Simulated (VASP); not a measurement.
Crystal: InSb3.

```
CELL_PARAMETERS angstrom
4.27471 2.46800 3.53248
-4.27471 2.46800 3.53248
0.00000 -4.93601 3.53248
ATOMIC_POSITIONS crystal
In 0.25125 0.25125 0.25125
In 0.74875 0.74875 0.74875
Sb 0.75025 0.25068 0.75025
Sb 0.75025 0.75025 0.25068
Sb 0.25068 0.75025 0.75025
Sb 0.24975 0.74932 0.24975
Sb 0.74932 0.24975 0.24975
Sb 0.24975 0.24975 0.74932
```

| Item | Value |
| --- | --- |
| Program | VASP 6.6.1 |
| Task | relaxation of cell and atoms |
| Functional | PBEsol |
| Potentials or basis | VASP PAW PBE potentials, release 64 (In_d, Sb) |
| Cutoff | 600 eV |
| k mesh | 6 × 6 × 6 |
| Occupations | gaussian, width 0.1 eV |
| Spin | no spin polarisation |

At the start: pressure 0.1 GPa; volume 27.95 Å³/atom.

Q: How do energy, volume and symmetry change on relaxing?

A: Over 42 steps the energy falls by 11.1 meV/atom and the volume is 28.64 Å³/atom (+2.5 %); space group Im-3m (No. 229, to 0.1 Å) before, R-3m (No. 166, to 0.1 Å).

The path:
| step | energy change (eV) | largest force (eV/Å) | pressure (GPa) | volume (Å³) |
| --- | --- | --- | --- | --- |
| 1 | 0.0000 | 0.0552 | 0.13 | 223.61 |
| 3 | -0.0011 | 0.0360 | -0.13 | 224.60 |
| 5 | -0.0025 | 0.0493 | 0.02 | 224.04 |
| 7 | -0.0033 | 0.0687 | 0.07 | 223.91 |
| 9 | -0.0106 | 0.1845 | 0.17 | 224.10 |
| 11 | -0.0118 | 0.2348 | 0.25 | 224.17 |
| 13 | -0.0133 | 0.2525 | 0.25 | 224.37 |
| 15 | -0.0167 | 0.3291 | 0.36 | 225.24 |
| 17 | -0.0302 | 0.3170 | 0.14 | 227.02 |
| 19 | -0.0459 | 0.2631 | -0.13 | 229.58 |
| 21 | -0.0769 | 0.1036 | 0.31 | 228.45 |
| 23 | -0.0803 | 0.0463 | -0.21 | 230.14 |
| 25 | -0.0823 | 0.0384 | -0.09 | 229.53 |
| 27 | -0.0832 | 0.0306 | 0.02 | 228.87 |
| 29 | -0.0845 | 0.0439 | -0.03 | 229.07 |
| 31 | -0.0848 | 0.0639 | -0.08 | 229.21 |
| 33 | -0.0855 | 0.0634 | 0.13 | 228.47 |
| 35 | -0.0868 | 0.0494 | 0.07 | 228.72 |
| 37 | -0.0864 | 0.0372 | -0.25 | 229.83 |
| 39 | -0.0882 | 0.0107 | 0.01 | 228.91 |
| 41 | -0.0886 | 0.0091 | 0.02 | 228.90 |
| 42 | -0.0889 | 0.0082 | -0.02 | 229.13 |

Final structure:
```cif
data_structure
_symmetry_space_group_name_H-M 'P 1'
_symmetry_Int_Tables_number 1
_cell_length_a 6.1202
_cell_length_b 6.1202
_cell_length_c 6.1202
_cell_angle_alpha 88.968
_cell_angle_beta 88.968
_cell_angle_gamma 88.968
_cell_volume 229.13
loop_
_atom_site_label
_atom_site_type_symbol
_atom_site_fract_x
_atom_site_fract_y
_atom_site_fract_z
_atom_site_occupancy
In1 In 0.26513 0.26513 0.26513 1
In2 In 0.73487 0.73487 0.73487 1
Sb1 Sb 0.76348 0.24429 0.76348 1
Sb2 Sb 0.76348 0.76348 0.24429 1
Sb3 Sb 0.24429 0.76348 0.76348 1
Sb4 Sb 0.23652 0.75571 0.23652 1
Sb5 Sb 0.75571 0.23652 0.23652 1
Sb6 Sb 0.23652 0.23652 0.75571 1
```

Caveat: the PAW data sets were made with another functional, which shifts forces and pressure a little.
